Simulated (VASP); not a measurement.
# BAs (F-43m) in VASP: vibrations by perturbation theory with LDA

Aim: the vibrations by perturbation theory of BAs with LDA.

Everything below comes from runs of VASP 6.6.1. Logs are shortened: lines on timing, memory, paths and dates and some standing lists are left out, and cuts for length are marked.

### 1 The cell of the first run

Symmetry: F-43m, No. 216, cubic system. The conventional cell has a = 4.739 Å, b = 4.739 Å, c = 4.739 Å, α = 90.00°, β = 90.00°, γ = 90.00°. B (site symmetry -43m) has 4 As at 2.05 Å within 2.7 Å. As (site symmetry -43m) has 4 B at 2.05 Å within 2.7 Å.

### 2 Vibrations by perturbation theory, LDA

File INCAR:

```
SYSTEM = BAs
PREC = Accurate ; ENCUT = 500
EDIFF = 1E-8 ; ISMEAR = 0
SIGMA = 0.01 ; LREAL = .False.
LASPH = .True. ; NELM = 120
ALGO = Normal ; ISIF = 2
LWAVE = .False. ; LCHARG = .True.
IBRION = 8 ; NSW = 1
GGA_COMPAT = .False.
```

File KPOINTS:

```
regular mesh
0
Gamma
  4 4 4
  0 0 0
```

File POSCAR:

```
BAs
1.0
    0.0000000000      2.3692888322      2.3692888322
    2.3692888322      0.0000000000      2.3692888322
    2.3692888322      2.3692888322      0.0000000000
B As
1 1
Direct
    0.0000000000      0.0000000000      0.0000000000
    0.2500000000      0.2500000000      0.2500000000
```

Potentials or basis: VASP PAW LDA potentials, release 64 (B, As).

Started as:

```
$ cat potpaw_LDA.64/B/POTCAR potpaw_LDA.64/As/POTCAR > POTCAR
$ mpirun -np 1 vasp_std > vasp.out
```

OUTCAR:

```text
SYSTEM = BAs
   PREC = Accurate
   ENCUT = 500
   EDIFF = 1E-8
   ISMEAR = 0
   LREAL = .False.
   LASPH = .True.
   NELM = 120
   ISIF = 2
   IBRION = 8
   NSW = 1

 ion  position               nearest neighbor table
   1  0.000  0.000  0.000-   2 2.05   2 2.05   2 2.05   2 2.05
   2  0.250  0.250  0.250-   1 2.05   1 2.05   1 2.05   1 2.05

  LATTYP: Found a face centered cubic cell.
 ALAT       =     4.7385776644

  Lattice vectors:

 A1 = (   0.0000000000,   2.3692888322,   2.3692888322)
 A2 = (   2.3692888322,   0.0000000000,   2.3692888322)
 A3 = (   2.3692888322,   2.3692888322,   0.0000000000)

Analysis of symmetry for initial positions (statically):
=====================================================================
 Subroutine PRICEL returns:
 Original cell was already a primitive cell.

 Routine SETGRP: Setting up the symmetry group for a
 face centered cubic supercell.

 Subroutine GETGRP returns: Found 24 space group operations
 (whereof 24 operations were pure point group operations)
 out of a pool of 48 trial point group operations.

The static configuration has the point symmetry T_d .

Analysis of symmetry for dynamics (positions and initial velocities):
=====================================================================
 Subroutine PRICEL returns:
 Original cell was already a primitive cell.

 Routine SETGRP: Setting up the symmetry group for a
 face centered cubic supercell.

 Subroutine GETGRP returns: Found 24 space group operations
 (whereof 24 operations were pure point group operations)
 out of a pool of 48 trial point group operations.

The dynamic configuration has the point symmetry T_d .

 Subroutine INISYM returns: Found 24 space group operations
 (whereof 24 operations are pure point group operations),
 and found     1 'primitive' translations

----------------------------------------------------------------------------------------

                                     Primitive cell

  volume of cell :      26.6001

  direct lattice vectors                    reciprocal lattice vectors
     0.000000000  2.369288832  2.369288832    -0.211033789  0.211033789  0.211033789
     2.369288832  0.000000000  2.369288832     0.211033789 -0.211033789  0.211033789
     2.369288832  2.369288832  0.000000000     0.211033789  0.211033789 -0.211033789

  length of vectors
     3.350680400  3.350680400  3.350680400     0.365521245  0.365521245  0.365521245

  position of ions in fractional coordinates (direct lattice)
     0.000000000  0.000000000  0.000000000
     0.250000000  0.250000000  0.250000000

  ion indices of the primitive-cell ions
   primitive index   ion index
                 1           1
                 2           2

----------------------------------------------------------------------------------------

 KPOINTS: regular mesh

Automatic generation of k-mesh.
 Grid dimensions read from file:
 generate k-points for:    4    4    4

 Generating k-lattice:

  Cartesian coordinates                     Fractional coordinates (reciprocal lattice)
    -0.052758447  0.052758447  0.052758447     0.250000000  0.000000000  0.000000000
     0.052758447 -0.052758447  0.052758447     0.000000000  0.250000000  0.000000000
     0.052758447  0.052758447 -0.052758447     0.000000000  0.000000000  0.250000000

  Length of vectors
     0.091380311  0.091380311  0.091380311

  Shift w.r.t. Gamma in fractional coordinates (k-lattice)
     0.000000000  0.000000000  0.000000000

 Subroutine IBZKPT returns following result:
 ===========================================

 Found      8 irreducible k-points:

 Following reciprocal coordinates:
            Coordinates               Weight
  0.000000  0.000000  0.000000      1.000000
  0.250000  0.000000  0.000000      8.000000
  0.500000  0.000000  0.000000      4.000000
  0.250000  0.250000  0.000000      6.000000
  0.500000  0.250000  0.000000     24.000000
 -0.250000  0.250000  0.000000     12.000000
  0.500000  0.500000  0.000000      3.000000
 -0.250000  0.500000  0.250000      6.000000
   k-points           NKPTS =      8   k-points in BZ     NKDIM =      8   number of bands    NBANDS=      8
   number of dos      NEDOS =    301   number of ions     NIONS =      2
   total plane-waves  NPLWV =  13824
   dimension x,y,z NGX =    24 NGY =   24 NGZ =   24
   dimension x,y,z NGXF=    48 NGYF=   48 NGZF=   48
   ions per type =               1   1
   NGX,Y,Z   is equivalent  to a cutoff of  11.91, 11.91, 11.91 a.u.
   NGXF,Y,Z  is equivalent  to a cutoff of  23.82, 23.82, 23.82 a.u.
 SYSTEM =  BAs
   PREC   = accura    normal or accurate (medium, high low for compatibility)
   ISTART =      0    job   : 0-new  1-cont  2-samecut
   ICHARG =      2    charge: 1-file 2-atom 10-const
   ISPIN  =      1    spin polarized calculation?
   LNONCOLLINEAR =      F non collinear calculations
   LSORBIT =      F    spin-orbit coupling
   LASPH  =      T    aspherical Exc in radial PAW
   ENCUT  =  500.0 eV  36.75 Ry    6.06 a.u.   6.11  6.11  6.11*2*pi/ulx,y,z
   NELM   =    120;   NELMIN=  2; NELMDL= -5     # of ELM steps
   EDIFF  = 0.1E-07   stopping-criterion for ELM
   LREAL  =      F    real-space projection
   EDIFFG = 0.1E-06   stopping-criterion for IOM
   NSW    =      1    number of steps for IOM
   IBRION =      8    ionic relax: 0-MD 1-quasi-New 2-CG
   NFREE  =      0    steps in history (QN), initial steepest desc. (CG)
   ISIF   =      2    stress and relaxation
   ISYM   =      2    0-nonsym 1-usesym 2-fastsym
   POTIM  = 0.5000    time-step for ionic-motion
   TEBEG  =    0.0;   TEEND  =   0.0 temperature during run
   PSTRESS=    0.0 pullay stress
   NELECT =       8.0000    total number of electrons
   NUPDOWN=      -1.0000    fix difference up-down
   EMIN   =  10.00;   EMAX   =-10.00  energy-range for DOS
   EFERMI =   0.00;   METHOD = LEGACY
   ISMEAR =     0;   SIGMA  =   0.01  broadening in eV -4-tet -1-fermi 0-gaus
   EFERMI_NEDOS =   21; number of points for ismear=-14 and -15
   IALGO  =     38    algorithm
   IMIX   =      4    mixing-type and parameters
     AMIX     =   0.40;   BMIX     =  1.00
     AMIX_MAG =   1.60;   BMIX_MAG =  1.00
  volume/ion in A,a.u.               =      13.30        89.75
  Fermi-wavevector in a.u.,A,eV,Ry     =   1.096841  2.072728 16.368613  1.203059
  Thomas-Fermi vector in A             =   2.233190
   LORBIT       =      0    0 simple, 1 ext, 2 COOP (PROOUT), +10 PAW based schemes
   GGA     = CA    functional components
   LHFCALC =     F    Hartree Fock is set to
   AEXX    =    0.0000 exact exchange contribution
   IVDW    =     0    specifies the selected vdW correction
   LEPSILON=     F    determine dielectric tensor
   LRPA    =     F    only Hartree local field effects (RPA)
 non-spin polarized calculation
 Gauss-broadening in eV      SIGMA  =   0.01
  energy-cutoff  :      500.00
  volume of cell :       26.60
 maximum number of plane-waves:       692
   NGX = 13   NGY = 13   NGZ = 13

--------------------------------------- Ionic step        1  -------------------------------------------

 number of electron       8.0000001 magnetization

 Free energy of the ion-electron system (eV)
  ---------------------------------------------------
  ext. energy  EPLUGINS =         0.00000000
  ---------------------------------------------------
  free energy    TOTEN  =       -12.74426987 eV

  energy without entropy =      -12.74426987  energy(sigma->0) =      -12.74426987

 E-fermi :   6.5946     XC(G=0): -10.8731

 val. band max:        6.4739506196   @ k =   0.0000   0.0000   0.0000
 cond. band min:       7.7660319833   @ k =   0.5000   0.5000   0.0000
 fundamental gap:      1.2920813637
 Fermi energy:         6.5945913109

 k-point     1 :       0.0000    0.0000    0.0000
  band No.  band energies     occupation
      1      -9.1401      2.00000
      2       6.4740      2.00000
      3       6.4740      2.00000
      4       6.4740      2.00000
      5       9.7362      0.00000
      6       9.7362      0.00000
      7       9.7362      0.00000
      8      11.4764      0.00000
[... 67 lines left out ...]
 k-point     8 :      -0.2500    0.5000    0.2500
  band No.  band energies     occupation
      1      -4.6977      2.00000
      2      -1.5806      2.00000
      3       0.7962      2.00000
      4       1.0999      2.00000
      5      11.6355      0.00000
      6      12.4656      0.00000
      7      13.1923      0.00000
      8      13.6453      0.00000

------------------------ aborting loop because EDIFF is reached ----------------------------------------

  FORCE on cell =-STRESS in cart. coord.  units (eV):
  Direction    XX          YY          ZZ          XY          YZ          ZX
  --------------------------------------------------------------------------------------
  -------------------------------------------------------------------------------------
  Total        0.1591250      0.1591250      0.1591250     -0.0000000     -0.0000000      0.0000000
  in kB        9.5844006      9.5844006      9.5844006     -0.0000000     -0.0000000      0.0000000
  external PRESSURE =       9.5844006 kB  Pullay stress =       0.0000000 kB

 VOLUME and BASIS-vectors are now :
 -----------------------------------------------------------------------------
  energy-cutoff  :      500.00
  volume of cell :       26.60
      direct lattice vectors                 reciprocal lattice vectors
     0.000000000  2.369288832  2.369288832    -0.211033789  0.211033789  0.211033789
     2.369288832  0.000000000  2.369288832     0.211033789 -0.211033789  0.211033789
     2.369288832  2.369288832  0.000000000     0.211033789  0.211033789 -0.211033789

 POSITION                                       TOTAL-FORCE (eV/Angst)
 -----------------------------------------------------------------------------------
      0.00000      0.00000      0.00000         0.000000      0.000000      0.000000
      1.18464      1.18464      1.18464        -0.000000     -0.000000     -0.000000
 -----------------------------------------------------------------------------------
    total drift:                                0.000000      0.000000      0.000000

  FREE ENERGIE OF THE ION-ELECTRON SYSTEM (eV)
  ---------------------------------------------------
  free  energy   TOTEN  =       -12.7442698739 eV

  energy  without entropy=      -12.7442698739  energy(sigma->0) =      -12.74426987

[... ionic steps 2 to 3 ...]

--------------------------------------- Ionic step        4  -------------------------------------------

------------------------ aborting loop because EDIFF is reached ----------------------------------------

[... ionic steps 5 to 6 ...]

--------------------------------------- Ionic step        7  -------------------------------------------

 Free energy of the ion-electron system (eV)
  ---------------------------------------------------
  ---------------------------------------------------
  free energy    TOTEN  =        -0.03784264 eV

  energy without entropy =       -0.03784264

------------------------ aborting loop because EDIFF is reached ----------------------------------------

 INTERNAL STRAIN TENSOR  FOR ION    2  DIRECTION 1   (eV/Angst):
 -----------------------------------------------------------------------------
    -0.00576  0.00000  0.00000
    -0.00000  0.00514 -7.18327
     0.00000 -7.18327  0.00514

 INTERNAL STRAIN TENSOR FOR ION    2 for displacements in x,y,z  (eV/Angst):
          X           Y           Z          XY          YZ          ZX
  --------------------------------------------------------------------------------
  x    -0.00000     0.00000     0.00000    -0.00000    -7.18327    -0.00000
  y    -0.00000     0.00000    -0.00000     0.00000    -0.00000    -7.18327
  z     0.00000     0.00000    -0.00000    -7.18327    -0.00000    -0.00000

 SECOND DERIVATIVES (NOT SYMMETRIZED)
 ------------------------------------
               1X          1Y          1Z          2X          2Y          2Z
  1X   -17.839670    0.000000    0.000000   17.839670    0.000000    0.000000
  1Y     0.000000  -17.839670    0.000000    0.000000   17.839670    0.000000
  1Z     0.000000    0.000000  -17.839670    0.000000    0.000000   17.839670
  2X    17.849655    0.000000    0.000000  -17.849655    0.000000    0.000000
  2Y     0.000000   17.849655    0.000000    0.000000  -17.849655    0.000000
  2Z     0.000000    0.000000   17.849655    0.000000    0.000000  -17.849655

 Eigenvectors and eigenvalues of the dynamical matrix
 ----------------------------------------------------

   1 f  =   21.483046 THz   134.981959 2PiTHz  716.597280 cm-1    88.846699 meV
             X         Y         Z           dx          dy          dz
      0.000000  0.000000  0.000000     0.000000    0.934793    0.000000
      1.184644  1.184644  1.184644     0.000000   -0.355194    0.000000
[... 21 lines left out ...]
   6 f/i=    0.001996 THz     0.012539 2PiTHz    0.066566 cm-1     0.008253 meV
             X         Y         Z           dx          dy          dz
      0.000000  0.000000  0.000000     0.000000    0.000000   -0.355194
      1.184644  1.184644  1.184644     0.000000    0.000000   -0.934793

--------------------------------------------------------------------------------------------------------

 ELASTIC MODULI CONTR FROM IONIC RELAXATION (kBar)
 Direction    XX          YY          ZZ          XY          YZ          ZX
 --------------------------------------------------------------------------------
 XX          -0.0000     -0.0000     -0.0000      0.0000      0.0000     -0.0000
 YY          -0.0000     -0.0000     -0.0000      0.0000      0.0000     -0.0000
 ZZ          -0.0000     -0.0000     -0.0000      0.0000      0.0000     -0.0000
 XY           0.0000      0.0000      0.0000   -182.5365     -0.0000      0.0000
 YZ           0.0000      0.0000      0.0000     -0.0000   -182.5365     -0.0000
 ZX          -0.0000     -0.0000     -0.0000      0.0000     -0.0000   -182.5365
 --------------------------------------------------------------------------------
```

Wall time 30 s (1 thread of Intel Xeon 8259CL, shared host); peak memory 0.14 GiB.

What came out:

| Quantity | Value |
| --- | --- |
| Highest phonon frequency at Γ, LO-TO splitting left out | 717 cm⁻¹ |

Phonon frequencies in cm⁻¹ (negative: imaginary):
| q point | frequencies |
| --- | --- |
| (0.000, 0.000, 0.000) | 0 0 0 717 717 717 |

Caveat: the k points lie up to 0.57 Å⁻¹ apart.
